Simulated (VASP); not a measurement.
# Ge (Fd-3m) in VASP: single point with revPBE

Aim: the single point of Ge with revPBE.

All numbers are computed with VASP 6.6.1; they aren't measurements. Logs are shortened: lines on timing, memory, paths and dates and some standing lists are left out, and cuts for length are marked.

## Step 1: The cell of the first run

It takes space group Fd-3m (No. 227, cubic). The conventional cell has a = 5.658 Å, b = 5.658 Å, c = 5.658 Å, α = 90.00°, β = 90.00°, γ = 90.00°. Ge (site symmetry -43m) has 4 Ge at 2.45 Å within 3.2 Å.

## Step 2: Single point, revPBE

Contents of INCAR:

```
PREC     = Accurate       # precision mode
ENCUT    = 500            # plane-wave cutoff, eV
EDIFF    = 1E-6           # SCF threshold, eV
ISMEAR   = 0              # smearing method
SIGMA    = 0.01           # smearing width, eV
LREAL    = False          # projectors in reciprocal space
LASPH    = True           # aspherical terms in the spheres
NELM     = 120            # most SCF steps
ALGO     = Normal         # electronic algorithm
ISIF     = 2              # what is computed and relaxed
LWAVE    = False          # write WAVECAR
LCHARG   = False          # write CHGCAR
GGA      = RE             # functional
NBANDS   = 21             # bands
GGA_COMPAT= False
```

Contents of KPOINTS:

```
regular mesh
0
Gamma
  6 6 6
```

Contents of POSCAR:

```
Ge
1.0
    0.0000000000      2.8289100000      2.8289100000
    2.8289100000      0.0000000000      2.8289100000
    2.8289100000      2.8289100000      0.0000000000
Ge
2
Direct
    0.0000000000      0.0000000000      0.0000000000
    0.2500000000      0.2500000000      0.2500000000
```

Potentials or basis: VASP PAW PBE potentials, release 64 (Ge_d).

The run is started by

```console
cat potpaw_PBE.64/Ge_d/POTCAR > POTCAR
mpirun -np 1 vasp_std > vasp.out
```

OUTCAR:

```text
PREC = Accurate
   ENCUT = 500
   EDIFF = 1E-6
   ISMEAR = 0
   LREAL = False
   LASPH = True
   NELM = 120
   ISIF = 2
   GGA = RE

 ion  position               nearest neighbor table
   1  0.000  0.000  0.000-   2 2.45   2 2.45   2 2.45   2 2.45
   2  0.250  0.250  0.250-   1 2.45   1 2.45   1 2.45   1 2.45

  LATTYP: Found a face centered cubic cell.
 ALAT       =     5.6578200000

  Lattice vectors:

 A1 = (   0.0000000000,   2.8289100000,   2.8289100000)
 A2 = (   2.8289100000,   0.0000000000,   2.8289100000)
 A3 = (   2.8289100000,   2.8289100000,   0.0000000000)

Analysis of symmetry for initial positions (statically):
=====================================================================
 Subroutine PRICEL returns:
 Original cell was already a primitive cell.

 Routine SETGRP: Setting up the symmetry group for a
 face centered cubic supercell.

 Subroutine GETGRP returns: Found 48 space group operations
 (whereof 24 operations were pure point group operations)
 out of a pool of 48 trial point group operations.

The static configuration has the point symmetry T_d .
 The point group associated with its full space group is O_h .

Analysis of symmetry for dynamics (positions and initial velocities):
=====================================================================
 Subroutine PRICEL returns:
 Original cell was already a primitive cell.

 Routine SETGRP: Setting up the symmetry group for a
 face centered cubic supercell.

 Subroutine GETGRP returns: Found 48 space group operations
 (whereof 24 operations were pure point group operations)
 out of a pool of 48 trial point group operations.

The dynamic configuration has the point symmetry T_d .
 The point group associated with its full space group is O_h .

 Subroutine INISYM returns: Found 48 space group operations
 (whereof 24 operations are pure point group operations),
 and found     1 'primitive' translations

----------------------------------------------------------------------------------------

                                     Primitive cell

  volume of cell :      45.2780

  direct lattice vectors                    reciprocal lattice vectors
     0.000000000  2.828910000  2.828910000    -0.176746521  0.176746521  0.176746521
     2.828910000  0.000000000  2.828910000     0.176746521 -0.176746521  0.176746521
     2.828910000  2.828910000  0.000000000     0.176746521  0.176746521 -0.176746521

  length of vectors
     4.000682889  4.000682889  4.000682889     0.306133954  0.306133954  0.306133954

  position of ions in fractional coordinates (direct lattice)
     0.000000000  0.000000000  0.000000000
     0.250000000  0.250000000  0.250000000

  ion indices of the primitive-cell ions
   primitive index   ion index
                 1           1
                 2           2

----------------------------------------------------------------------------------------

 KPOINTS: regular mesh

Automatic generation of k-mesh.
 Grid dimensions read from file:
 generate k-points for:    6    6    6

 Generating k-lattice:

  Cartesian coordinates                     Fractional coordinates (reciprocal lattice)
    -0.029457753  0.029457753  0.029457753     0.166666667  0.000000000  0.000000000
     0.029457753 -0.029457753  0.029457753     0.000000000  0.166666667  0.000000000
     0.029457753  0.029457753 -0.029457753     0.000000000  0.000000000  0.166666667

  Length of vectors
     0.051022326  0.051022326  0.051022326

  Shift w.r.t. Gamma in fractional coordinates (k-lattice)
     0.000000000  0.000000000  0.000000000

 Subroutine IBZKPT returns following result:
 ===========================================

 Found     16 irreducible k-points:

 Following reciprocal coordinates:
            Coordinates               Weight
  0.000000  0.000000  0.000000      1.000000
  0.166667  0.000000  0.000000      8.000000
  0.333333  0.000000  0.000000      8.000000
  0.500000  0.000000  0.000000      4.000000
  0.166667  0.166667  0.000000      6.000000
  0.333333  0.166667  0.000000     24.000000
[... 8 lines left out ...]
 -0.333333  0.333333  0.166667     24.000000
 -0.333333  0.500000  0.166667     12.000000
   k-points           NKPTS =     16   k-points in BZ     NKDIM =     16   number of bands    NBANDS=     21
   number of dos      NEDOS =    301   number of ions     NIONS =      2
   total plane-waves  NPLWV =  27000
   dimension x,y,z NGX =    30 NGY =   30 NGZ =   30
   dimension x,y,z NGXF=    60 NGYF=   60 NGZF=   60
   ions per type =               2
   NGX,Y,Z   is equivalent  to a cutoff of  12.47, 12.47, 12.47 a.u.
   NGXF,Y,Z  is equivalent  to a cutoff of  24.93, 24.93, 24.93 a.u.
 SYSTEM =  unknown system
   PREC   = accura    normal or accurate (medium, high low for compatibility)
   ISTART =      0    job   : 0-new  1-cont  2-samecut
   ICHARG =      2    charge: 1-file 2-atom 10-const
   ISPIN  =      1    spin polarized calculation?
   LNONCOLLINEAR =      F non collinear calculations
   LSORBIT =      F    spin-orbit coupling
   LASPH  =      T    aspherical Exc in radial PAW
   ENCUT  =  500.0 eV  36.75 Ry    6.06 a.u.   7.29  7.29  7.29*2*pi/ulx,y,z
   NELM   =    120;   NELMIN=  2; NELMDL= -5     # of ELM steps
   EDIFF  = 0.1E-05   stopping-criterion for ELM
   LREAL  =      F    real-space projection
   EDIFFG = 0.1E-04   stopping-criterion for IOM
   NSW    =      0    number of steps for IOM
   IBRION =     -1    ionic relax: 0-MD 1-quasi-New 2-CG
   NFREE  =      0    steps in history (QN), initial steepest desc. (CG)
   ISIF   =      2    stress and relaxation
   ISYM   =      2    0-nonsym 1-usesym 2-fastsym
   POTIM  = 0.5000    time-step for ionic-motion
   TEBEG  =    0.0;   TEEND  =   0.0 temperature during run
   PSTRESS=    0.0 pullay stress
   NELECT =      28.0000    total number of electrons
   NUPDOWN=      -1.0000    fix difference up-down
   EMIN   =  10.00;   EMAX   =-10.00  energy-range for DOS
   EFERMI =   0.00;   METHOD = LEGACY
   ISMEAR =     0;   SIGMA  =   0.01  broadening in eV -4-tet -1-fermi 0-gaus
   EFERMI_NEDOS =   21; number of points for ismear=-14 and -15
   IALGO  =     38    algorithm
   IMIX   =      4    mixing-type and parameters
     AMIX     =   0.40;   BMIX     =  1.00
     AMIX_MAG =   1.60;   BMIX_MAG =  1.00
  volume/ion in A,a.u.               =      22.64       152.78
  Fermi-wavevector in a.u.,A,eV,Ry     =   1.394756  2.635708 26.468033  1.945346
  Thomas-Fermi vector in A             =   2.518275
   LORBIT       =      0    0 simple, 1 ext, 2 COOP (PROOUT), +10 PAW based schemes
   GGA     = RE    functional components
   LHFCALC =     F    Hartree Fock is set to
   AEXX    =    0.0000 exact exchange contribution
   IVDW    =     0    specifies the selected vdW correction
   LEPSILON=     F    determine dielectric tensor
   LRPA    =     F    only Hartree local field effects (RPA)
 non-spin polarized calculation
 Gauss-broadening in eV      SIGMA  =   0.01
  energy-cutoff  :      500.00
  volume of cell :       45.28
 maximum number of plane-waves:      1167
 NGX is ok and might be reduce to    30
   NGX = 15   NGY = 15   NGZ = 15

 number of electron      28.0000022 magnetization

 Free energy of the ion-electron system (eV)
  ---------------------------------------------------
  ext. energy  EPLUGINS =         0.00000000
  ---------------------------------------------------
  free energy    TOTEN  =        -8.37514059 eV

  energy without entropy =       -8.37514059  energy(sigma->0) =       -8.37514059

 E-fermi :   5.1553     XC(G=0):  -9.7896

 val. band max:        5.0807041142   @ k =   0.0000   0.0000   0.0000
 cond. band min:       5.2015638068   @ k =   0.0000   0.0000   0.0000
 fundamental gap:      0.1208596925
 Fermi energy:         5.1552959943

 k-point     1 :       0.0000    0.0000    0.0000
  band No.  band energies     occupation
      1     -19.7536      2.00000
      2     -19.7536      2.00000
      3     -19.7536      2.00000
      4     -19.7179      2.00000
      5     -19.7179      2.00000
      6     -19.5079      2.00000
[... 13 lines left out ...]
     20      14.5277      0.00000
     21      14.5277      0.00000

 k-point     2 :       0.1667    0.0000    0.0000
  band No.  band energies     occupation
      1     -19.7655      2.00000
      2     -19.7655      2.00000
      3     -19.7493      2.00000
      4     -19.7006      2.00000
      5     -19.7006      2.00000
      6     -19.5250      2.00000
[... 13 lines left out ...]
     20      13.4339      0.00000
     21      13.4339      0.00000

 k-point     3 :       0.3333    0.0000    0.0000
  band No.  band energies     occupation
      1     -19.7756      2.00000
      2     -19.7756      2.00000
      3     -19.7406      2.00000
      4     -19.6816      2.00000
      5     -19.6816      2.00000
      6     -19.5392      2.00000
[... 13 lines left out ...]
     20      14.0634      0.00000
     21      14.0634      0.00000

 k-point     4 :       0.5000    0.0000    0.0000
  band No.  band energies     occupation
      1     -19.7780      2.00000
      2     -19.7780      2.00000
      3     -19.7361      2.00000
      4     -19.6762      2.00000
      5     -19.6762      2.00000
      6     -19.5424      2.00000
[... 13 lines left out ...]
     20      16.2503      0.00000
     21      16.3317      0.00000

 k-point     5 :       0.1667    0.1667    0.0000
  band No.  band energies     occupation
      1     -19.7631      2.00000
      2     -19.7631      2.00000
      3     -19.7627      2.00000
      4     -19.7023      2.00000
      5     -19.6805      2.00000
      6     -19.5586      2.00000
[... 13 lines left out ...]
     20      13.6139      0.00000
     21      15.0005      0.00000

 k-point     6 :       0.3333    0.1667    0.0000
  band No.  band energies     occupation
      1     -19.7833      2.00000
      2     -19.7734      2.00000
      3     -19.7431      2.00000
      4     -19.6818      2.00000
      5     -19.6552      2.00000
      6     -19.5838      2.00000
[... 13 lines left out ...]
     20      14.9047      0.00000
     21      15.3577      0.00000

 k-point     7 :       0.5000    0.1667    0.0000
  band No.  band energies     occupation
      1     -19.7945      2.00000
      2     -19.7815      2.00000
      3     -19.7197      2.00000
      4     -19.6629      2.00000
      5     -19.6545      2.00000
      6     -19.5787      2.00000
[... 13 lines left out ...]
     20      16.1902      0.00000
     21      16.3431      0.00000
[... 99 lines left out ...]
      1     -19.8053      2.00000
      2     -19.7887      2.00000
      3     -19.6997      2.00000
      4     -19.6299      2.00000
      5     -19.6239      2.00000
      6     -19.6104      2.00000
[... 13 lines left out ...]
     20      14.0217      0.00000
     21      18.7389      0.00000

 k-point    13 :       0.5000    0.5000    0.0000
  band No.  band energies     occupation
      1     -19.7874      2.00000
      2     -19.7874      2.00000
      3     -19.7023      2.00000
      4     -19.7023      2.00000
      5     -19.6036      2.00000
      6     -19.6036      2.00000
[... 13 lines left out ...]
     20      16.7860      0.00000
     21      17.9369      0.00000

 k-point    14 :       0.5000    0.3333    0.1667
  band No.  band energies     occupation
      1     -19.7928      2.00000
      2     -19.7898      2.00000
      3     -19.7148      2.00000
      4     -19.6613      2.00000
      5     -19.6271      2.00000
      6     -19.6109      2.00000
[... 13 lines left out ...]
     20      15.0958      0.00000
     21      17.5591      0.00000

 k-point    15 :      -0.3333    0.3333    0.1667
  band No.  band energies     occupation
      1     -19.8028      2.00000
      2     -19.7926      2.00000
      3     -19.6929      2.00000
      4     -19.6432      2.00000
      5     -19.6207      2.00000
      6     -19.6127      2.00000
[... 13 lines left out ...]
     20      16.9220      0.00000
     21      17.0281      0.00000

 k-point    16 :      -0.3333    0.5000    0.1667
  band No.  band energies     occupation
      1     -19.7983      2.00000
      2     -19.7983      2.00000
      3     -19.6727      2.00000
      4     -19.6727      2.00000
      5     -19.6072      2.00000
      6     -19.6072      2.00000
[... 13 lines left out ...]
     20      16.1689      0.00000
     21      18.0564      0.00000

------------------------ aborting loop because EDIFF is reached ----------------------------------------

  FORCE on cell =-STRESS in cart. coord.  units (eV):
  Direction    XX          YY          ZZ          XY          YZ          ZX
  --------------------------------------------------------------------------------------
  -------------------------------------------------------------------------------------
  Total        1.3064303      1.3064303      1.3064303     -0.0000000      0.0000000     -0.0000000
  in kB       46.2284624     46.2284624     46.2284624     -0.0000000      0.0000000     -0.0000000
  external PRESSURE =      46.2284624 kB  Pullay stress =       0.0000000 kB

 VOLUME and BASIS-vectors are now :
 -----------------------------------------------------------------------------
  energy-cutoff  :      500.00
  volume of cell :       45.28
      direct lattice vectors                 reciprocal lattice vectors
     0.000000000  2.828910000  2.828910000    -0.176746521  0.176746521  0.176746521
     2.828910000  0.000000000  2.828910000     0.176746521 -0.176746521  0.176746521
     2.828910000  2.828910000  0.000000000     0.176746521  0.176746521 -0.176746521

 POSITION                                       TOTAL-FORCE (eV/Angst)
 -----------------------------------------------------------------------------------
      0.00000      0.00000      0.00000        -0.000000     -0.000000     -0.000000
      1.41446      1.41446      1.41446         0.000000      0.000000      0.000000
 -----------------------------------------------------------------------------------
    total drift:                                0.000000      0.000000      0.000000

  FREE ENERGIE OF THE ION-ELECTRON SYSTEM (eV)
  ---------------------------------------------------
  free  energy   TOTEN  =        -8.3751405913 eV

  energy  without entropy=       -8.3751405913  energy(sigma->0) =       -8.37514059
```

Run time: 7 s. Hardware: 1 thread of Intel Xeon 6975P-C (Granite Rapids), shared host; peak memory 0.16 GiB.

What came out:

- Free energy: -8.3751 eV
- Pressure: 4.6 GPa
- Band gap on the k mesh: 0.12 eV, direct

Levels at points of the mesh, in eV from the valence-band top:
| k point | band 11 | band 12 | band 13 | band 14 | band 15 | band 16 | band 17 | band 18 |
| --- | --- | --- | --- | --- | --- | --- | --- | --- |
| (0.00, 0.00, 0.00) | -12.75 | 0.00 | 0.00 | 0.00 | 0.12 | 2.56 | 2.56 | 2.56 |
| (0.50, 0.00, 0.00) | -10.66 | -7.57 | -1.41 | -1.41 | 0.25 | 3.76 | 3.76 | 7.25 |
| (0.50, 0.50, 0.00) | -8.86 | -8.86 | -3.07 | -3.07 | 0.81 | 0.81 | 9.55 | 9.55 |

Caveat: the PAW data sets were made with another functional, which shifts forces and pressure a little.
